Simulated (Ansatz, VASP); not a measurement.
# One calculation of SrCl2, two programs

INCAR

```
SYSTEM = SrCl2
  ALGO = Normal
  EDIFF = 1E-8
  ENCUT = 520
  ISIF = 2
  ISMEAR = -1
  LASPH = .TRUE.
  LCHARG = .FALSE.
  LEFG = .TRUE.
  LREAL = .FALSE.
  LWAVE = .FALSE.
  NBANDS = 19
  NELM = 60
  PREC = Accurate
  SIGMA = 0.01
```

KPOINTS

```
k-points
0
G
  8 8 8
  0 0 0
```

POSCAR

```
SrCl2
1.0
    0.0000000000      3.4738427223      3.4738427223
    3.4738427223      0.0000000000      3.4738427223
    3.4738427223      3.4738427223      0.0000000000
Sr Cl
1 2
Direct
    0.0000000000      0.0000000000      0.0000000000
    0.2500000000      0.2500000000      0.2500000000
    0.7500000000      0.7500000000      0.7500000000
```

Input for Ansatz:

```yaml
crystal:
  lattice:
    - [0.0, 3.4738427223, 3.4738427223]
    - [3.4738427223, 0.0, 3.4738427223]
    - [3.4738427223, 3.4738427223, 0.0]
  atoms:
    - { symbol: Sr, position: [0.0, 0.0, 0.0] }
    - { symbol: Cl, position: [0.25, 0.25, 0.25] }
    - { symbol: Cl, position: [0.75, 0.75, 0.75] }
kpoints:
  mp_grid: { grid: [8, 8, 8] }
scf:
  occupations: { method: fermi_dirac, width: 0.01 }
hamiltonian:
  xc: lda
  pseudopotentials: { kind: paw }
output:
  forces: true
  stress: true
  eigenvalues: true
  efg: { contact_densities: true }
```

Change from the starting cell: volume scaled by 0.99, PAW files.

Alike in both runs: task electric field gradients; functional LDA; k mesh 8 × 8 × 8; occupations fermi-dirac, width 0.01 eV; no spin polarisation.

|  | VASP | Ansatz |
| --- | --- | --- |
| version | VASP 6.6.1 | Ansatz 0.2.0 |
| potentials or method | VASP PAW LDA potentials, release 64 (Sr_sv, Cl) | PAW with Ansatz's default frozen-core files, scalar-relativistic |
| plane-wave cutoff (eV) | 520 | 420 |
| valence electrons in the cell | 24 | 24 |

```tsv
	VASP	Ansatz	Ansatz less VASP
gap on the k mesh at the Fermi level (eV)	4.93	4.93	-0.006
pressure (GPa)	-2.3	-2.5	-0.13
```

LDA's correlation is that of Perdew and Zunger in VASP and of Perdew and Wang (1992) in Ansatz.
